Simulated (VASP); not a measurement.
# B2P (R-3m) in VASP: notebook, part 2 of 2

VASP 6.6.1.

### Step 5. Single point, PBE

This run uses another cell than the first one, of 8.93 Å³/atom, 0.859 times its volume.

File INCAR:

```
PREC = Accurate
ENCUT = 520
EDIFF = 1E-6
ISMEAR = 0
SIGMA = 0.1
LREAL = F
LASPH = T
NELM = 60
ALGO = Normal
ISIF = 2
LWAVE = F
LCHARG = F
GGA = PE
NBANDS = 12
```

File KPOINTS:

```
regular mesh
0
Gamma
  6 6 6
```

File POSCAR:

```
B2P
1.0
    1.4448597500      0.8341901700      3.7054372000
   -1.4448597500      0.8341901700      3.7054372000
    0.0000000000     -1.6683803300      3.7054372000
B P
2 1
Direct
    0.4160641100      0.4160641100      0.4160641100
    0.5839358900      0.5839358900      0.5839358900
    0.0000000000      0.0000000000      0.0000000000
```

Potentials or basis: VASP PAW PBE potentials, release 64 (B, P).

Command:

```console
> cat potpaw_PBE.64/B/POTCAR potpaw_PBE.64/P/POTCAR > POTCAR
> mpirun -np 1 vasp_std > vasp.out
```

OUTCAR:

```text
PREC = Accurate
   ENCUT = 520
   EDIFF = 1E-6
   ISMEAR = 0
   LREAL = F
   LASPH = T
   NELM = 60
   ISIF = 2
   GGA = PE

 ion  position               nearest neighbor table
   1  0.416  0.416  0.416-   2 1.87   3 1.91   3 1.91   3 1.91
   2  0.584  0.584  0.584-   1 1.87   3 1.91   3 1.91   3 1.91
   3  0.000  0.000  0.000-   2 1.91   2 1.91   1 1.91   1 1.91   2 1.91   1 1.91

  LATTYP: Found a trigonal (rhomboedric) cell.
 ALAT       =     4.0637123151
 COS(alpha) =     0.7471660019

  Lattice vectors:

 A1 = (   1.4448597500,   0.8341901700,   3.7054372000)
 A2 = (  -1.4448597500,   0.8341901700,   3.7054372000)
 A3 = (   0.0000000000,  -1.6683803300,   3.7054372000)

Analysis of symmetry for initial positions (statically):
=====================================================================
 Subroutine PRICEL returns:
 Original cell was already a primitive cell.

 Routine SETGRP: Setting up the symmetry group for a
 trigonal (rhombohedral) supercell.

 Subroutine GETGRP returns: Found 12 space group operations
 (whereof 12 operations were pure point group operations)
 out of a pool of 12 trial point group operations.

The static configuration has the point symmetry D_3d.

Analysis of symmetry for dynamics (positions and initial velocities):
=====================================================================
 Subroutine PRICEL returns:
 Original cell was already a primitive cell.

 Routine SETGRP: Setting up the symmetry group for a
 trigonal (rhombohedral) supercell.

 Subroutine GETGRP returns: Found 12 space group operations
 (whereof 12 operations were pure point group operations)
 out of a pool of 12 trial point group operations.

The dynamic configuration has the point symmetry D_3d.

 Subroutine INISYM returns: Found 12 space group operations
 (whereof 12 operations are pure point group operations),
 and found     1 'primitive' translations

----------------------------------------------------------------------------------------

                                     Primitive cell

  volume of cell :      26.7967

  direct lattice vectors                    reciprocal lattice vectors
     1.444859750  0.834190170  3.705437200     0.346054349  0.199794571  0.089957896
    -1.444859750  0.834190170  3.705437200    -0.346054349  0.199794571  0.089957896
     0.000000000 -1.668380330  3.705437200     0.000000000 -0.399589142  0.089957896

  length of vectors
     4.063712315  4.063712315  4.063712314     0.409589924  0.409589924  0.409589924

  position of ions in fractional coordinates (direct lattice)
     0.416064110  0.416064110  0.416064110
     0.583935890  0.583935890  0.583935890
     0.000000000  0.000000000  0.000000000

  ion indices of the primitive-cell ions
   primitive index   ion index
                 1           1
                 2           2
                 3           3

----------------------------------------------------------------------------------------

 KPOINTS: regular mesh

Automatic generation of k-mesh.
 Grid dimensions read from file:
 generate k-points for:    6    6    6

 Generating k-lattice:

  Cartesian coordinates                     Fractional coordinates (reciprocal lattice)
     0.057675725  0.033299095  0.014992983     0.166666667 -0.000000000  0.000000000
    -0.057675725  0.033299095  0.014992983    -0.000000000  0.166666667  0.000000000
     0.000000000 -0.066598190  0.014992983     0.000000000  0.000000000  0.166666667

  Length of vectors
     0.068264987  0.068264987  0.068264987

  Shift w.r.t. Gamma in fractional coordinates (k-lattice)
     0.000000000  0.000000000  0.000000000

 Subroutine IBZKPT returns following result:
 ===========================================

 Found     32 irreducible k-points:

 Following reciprocal coordinates:
            Coordinates               Weight
  0.000000  0.000000  0.000000      1.000000
  0.166667 -0.000000  0.000000      6.000000
  0.333333 -0.000000 -0.000000      6.000000
  0.500000  0.000000  0.000000      3.000000
  0.166667  0.166667  0.000000      6.000000
  0.333333  0.166667  0.000000     12.000000
[... 16 lines left out ...]
  0.500000  0.500000  0.166667      6.000000
 -0.333333  0.500000  0.166667     12.000000
 [... further k-points ...]
   k-points           NKPTS =     32   k-points in BZ     NKDIM =     32   number of bands    NBANDS=     12
   number of dos      NEDOS =    301   number of ions     NIONS =      3
   total plane-waves  NPLWV =  27000
   dimension x,y,z NGX =    30 NGY =   30 NGZ =   30
   dimension x,y,z NGXF=    60 NGYF=   60 NGZF=   60
   ions per type =               2   1
   NGX,Y,Z   is equivalent  to a cutoff of  12.27, 12.27, 12.27 a.u.
   NGXF,Y,Z  is equivalent  to a cutoff of  24.55, 24.55, 24.55 a.u.
 SYSTEM =  unknown system
   PREC   = accura    normal or accurate (medium, high low for compatibility)
   ISTART =      0    job   : 0-new  1-cont  2-samecut
   ICHARG =      2    charge: 1-file 2-atom 10-const
   ISPIN  =      1    spin polarized calculation?
   LNONCOLLINEAR =      F non collinear calculations
   LSORBIT =      F    spin-orbit coupling
   LASPH  =      T    aspherical Exc in radial PAW
   ENCUT  =  520.0 eV  38.22 Ry    6.18 a.u.   7.56  7.56  7.56*2*pi/ulx,y,z
   NELM   =     60;   NELMIN=  2; NELMDL= -5     # of ELM steps
   EDIFF  = 0.1E-05   stopping-criterion for ELM
   LREAL  =      F    real-space projection
   EDIFFG = 0.1E-04   stopping-criterion for IOM
   NSW    =      0    number of steps for IOM
   IBRION =     -1    ionic relax: 0-MD 1-quasi-New 2-CG
   NFREE  =      0    steps in history (QN), initial steepest desc. (CG)
   ISIF   =      2    stress and relaxation
   ISYM   =      2    0-nonsym 1-usesym 2-fastsym
   POTIM  = 0.5000    time-step for ionic-motion
   TEBEG  =    0.0;   TEEND  =   0.0 temperature during run
   PSTRESS=    0.0 pullay stress
   NELECT =      11.0000    total number of electrons
   NUPDOWN=      -1.0000    fix difference up-down
   EMIN   =  10.00;   EMAX   =-10.00  energy-range for DOS
   EFERMI =   0.00;   METHOD = LEGACY
   ISMEAR =     0;   SIGMA  =   0.10  broadening in eV -4-tet -1-fermi 0-gaus
   EFERMI_NEDOS =   21; number of points for ismear=-14 and -15
   IALGO  =     38    algorithm
   IMIX   =      4    mixing-type and parameters
     AMIX     =   0.40;   BMIX     =  1.00
     AMIX_MAG =   1.60;   BMIX_MAG =  1.00
  volume/ion in A,a.u.               =       8.93        60.28
  Fermi-wavevector in a.u.,A,eV,Ry     =   1.216686  2.299203 20.141047  1.480325
  Thomas-Fermi vector in A             =   2.352032
   LORBIT       =      0    0 simple, 1 ext, 2 COOP (PROOUT), +10 PAW based schemes
   GGA     = PE    functional components
   LHFCALC =     F    Hartree Fock is set to
   AEXX    =    0.0000 exact exchange contribution
   IVDW    =     0    specifies the selected vdW correction
   LEPSILON=     F    determine dielectric tensor
   LRPA    =     F    only Hartree local field effects (RPA)
 non-spin polarized calculation
 Gauss-broadening in eV      SIGMA  =   0.10
  energy-cutoff  :      520.00
  volume of cell :       26.80
 maximum number of plane-waves:       757
   NGX = 15   NGY = 15   NGZ = 15

 number of electron      11.0000000 magnetization

 Free energy of the ion-electron system (eV)
  ---------------------------------------------------
  ext. energy  EPLUGINS =         0.00000000
  ---------------------------------------------------
  free energy    TOTEN  =       -15.60104111 eV

  energy without entropy =      -15.58646118  energy(sigma->0) =      -15.59375114

 E-fermi :   8.8769     XC(G=0): -11.7351

 val. band max:        8.8174480222   @ k =   0.5000   0.5000   0.5000
 cond. band min:       8.8770371570   @ k =  -0.3333   0.3333   0.1667
 fundamental gap:      0.0595891347
 Fermi energy:         8.8769299889

 k-point     1 :       0.0000    0.0000    0.0000
  band No.  band energies     occupation
      1      -9.0646      2.00000
      2       1.7668      2.00000
      3       2.5885      2.00000
      4       8.3199      2.00000
      5       8.3199      2.00000
      6      10.1037      0.00000
      7      10.1037      0.00000
      8      16.4038      0.00000
      9      16.5137      0.00000
     10      16.6211      0.00000
     11      16.6211      0.00000
     12      19.7204      0.00000
[... 331 lines left out ...]
 k-point    24 :      -0.3333    0.5000    0.1667
  band No.  band energies     occupation
      1      -4.5528      2.00000
      2      -1.3173      2.00000
      3       1.0616      2.00000
      4       1.7605      2.00000
      5       5.3868      2.00000
      6       9.7712      0.00000
      7      10.8679      0.00000
      8      14.4934      0.00000
      9      17.7324      0.00000
     10      18.2213      0.00000
     11      18.8776      0.00000
     12      21.4849      0.00000

 [... further k-points ...]
[... 5 lines left out ...]
  --------------------------------------------------------------------------------------
  -------------------------------------------------------------------------------------
  Total        8.9927150      8.9927151      3.5182811      0.0000000      0.0000000      0.0000000
  in kB      537.6751287    537.6751301    210.3583017      0.0000000      0.0000002      0.0000000
  external PRESSURE =     428.5695202 kB  Pullay stress =       0.0000000 kB

 VOLUME and BASIS-vectors are now :
 -----------------------------------------------------------------------------
  energy-cutoff  :      520.00
  volume of cell :       26.80
      direct lattice vectors                 reciprocal lattice vectors
     1.444859750  0.834190170  3.705437200     0.346054349  0.199794571  0.089957896
    -1.444859750  0.834190170  3.705437200    -0.346054349  0.199794571  0.089957896
     0.000000000 -1.668380330  3.705437200     0.000000000 -0.399589142  0.089957896

 POSITION                                       TOTAL-FORCE (eV/Angst)
 -----------------------------------------------------------------------------------
      0.00000      0.00000      4.62510        -0.000000      0.000000      4.616302
      0.00000      0.00000      6.49121        -0.000000     -0.000000     -4.616302
      0.00000      0.00000      0.00000         0.000000      0.000000     -0.000000
 -----------------------------------------------------------------------------------
    total drift:                               -0.000000      0.000000      0.000000

  FREE ENERGIE OF THE ION-ELECTRON SYSTEM (eV)
  ---------------------------------------------------
  free  energy   TOTEN  =       -15.6010411134 eV

  energy  without entropy=      -15.5864611760  energy(sigma->0) =      -15.59375114
```

stdout:

```text
POSCAR found type information on POSCAR B P
 POSCAR found :  2 types and       3 ions
 scaLAPACK will be used
 LDA part: xc-table for (Slater+PW92), standard interpolation
 POSCAR, INCAR and KPOINTS ok, starting setup
 FFT: planning ... GRIDC
 FFT: planning ... GRID_SOFT
 FFT: planning ... GRID
 WAVECAR not read
 entering main loop
```

Run time: 13 s. Hardware: 1 thread of AMD EPYC 7R43 (Zen 3), shared host; peak memory 0.12 GiB.

What came out:

```
Free energy   : -15.6010 eV
Pressure      : 42.9 GPa
Largest force : 4.616 eV/Å
```

Forces on the atoms (eV/Å):
```
B    0.000  0.000  4.616
B    0.000  0.000 -4.616
P    0.000  0.000  0.000
```

Levels at points of the mesh, in eV from the Fermi level:
```tsv
k point	band 3	band 4	band 5	band 6	band 7	band 8
(0.00, 0.00, 0.00)	-6.29	-0.56	-0.56	1.23	1.23	7.53
(0.50, 0.00, 0.00)	-5.82	-4.01	-2.84	-1.81	0.87	1.67
(0.50, 0.50, 0.00)	-6.34	-6.10	-4.70	-0.22	3.33	4.05
(0.50, 0.50, 0.50)	-0.06	-0.06	0.09	0.09	1.00	4.55
```

Caveat: the k points lie up to 0.43 Å⁻¹ apart; forces of over 1 eV/Å act on the atoms, so gaps and moduli don't describe the material at rest.

### Step 6. Summary

```csv
task,cell,k mesh,cutoff (eV),gap on the mesh (eV),pressure (GPa),largest force (eV/Å)
single point,"a = 4.297 Å, angles 41.3°, 3 atoms",18 × 18 × 18,520,none,-0.2,0.02
relaxation of cell and atoms,"relaxed from a = 4.315 Å, angles 40.9°, 3 atoms",18 × 18 × 18,600,none,-0.1,-
single point,"a = 4.064 Å, angles 41.7°, 3 atoms",6 × 6 × 6,520,none,42.9,4.62
```

Alike in all rows: level PBE; potentials or basis VASP PAW PBE potentials, release 64 (B, P); no spin polarisation; smearing gaussian 0.1 eV.

Caveats: some runs use coarse meshes; forces of over 1 eV/Å act on the atoms, so gaps and moduli don't describe the material at rest (some runs).

Absolute energies hang on the potentials; compare differences alone.
